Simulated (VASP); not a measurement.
A run of VASP 6.6.1 is set up as follows.

The input INCAR:

```
SYSTEM = TiO2
PREC = Accurate
ENCUT = 520
EDIFF = 1E-6
ISMEAR = 0
SIGMA = 0.02
LREAL = .FALSE.
LASPH = .TRUE.
NELM = 100
ALGO = Normal
ISIF = 2
LWAVE = .FALSE.
LCHARG = .FALSE.
NBANDS = 60
```

KPOINTS

```
Automatic mesh
0
G
  6 4 6
  0 0 0
```

File POSCAR:

```
TiO2
1.0
    4.3939669038      0.0000000000      0.0000000000
    0.0000000000      5.2450875355      0.0000000000
    0.0000000000      0.0000000000      4.6993293457
Ti O
4 8
Direct
    0.5000000000      0.6803619610      0.7500000000
    0.0000000000      0.8196380390      0.2500000000
    0.5000000000      0.3196380390      0.2500000000
    0.0000000000      0.1803619610      0.7500000000
    0.7340861021      0.6061246672      0.0754541558
    0.2340861021      0.8938753328      0.9245458442
    0.7659138979      0.8938753328      0.5754541558
    0.2659138979      0.6061246672      0.4245458442
    0.7340861021      0.3938753328      0.5754541558
    0.2340861021      0.1061246672      0.4245458442
    0.7659138979      0.1061246672      0.0754541558
    0.2659138979      0.3938753328      0.9245458442
```

Potentials or basis: VASP PAW LDA potentials, release 64 (Ti_sv, O).

The run is started by

```sh
$ cat potpaw_LDA.64/Ti_sv/POTCAR potpaw_LDA.64/O/POTCAR > POTCAR
$ mpirun -np 1 vasp_std > vasp.out
```

What does it give for the band gap on the k mesh?

2.89 eV.

Predict the pressure.

26.8 GPa.

Estimate the largest force.

0.069 eV/Å.

Forces in eV/Å, atoms in the order of the input:
```
Ti   0.000 -0.069  0.000
Ti   0.000  0.069  0.000
Ti   0.000  0.069  0.000
Ti   0.000 -0.069  0.000
O   -0.015 -0.061 -0.002
O   -0.015  0.061  0.002
O    0.015  0.061 -0.002
O    0.015 -0.061  0.002
O   -0.015  0.061 -0.002
O   -0.015 -0.061  0.002
O    0.015 -0.061 -0.002
O    0.015  0.061  0.002
```

Caveat: the cell stands under pressure. A k mesh can miss the band edges.
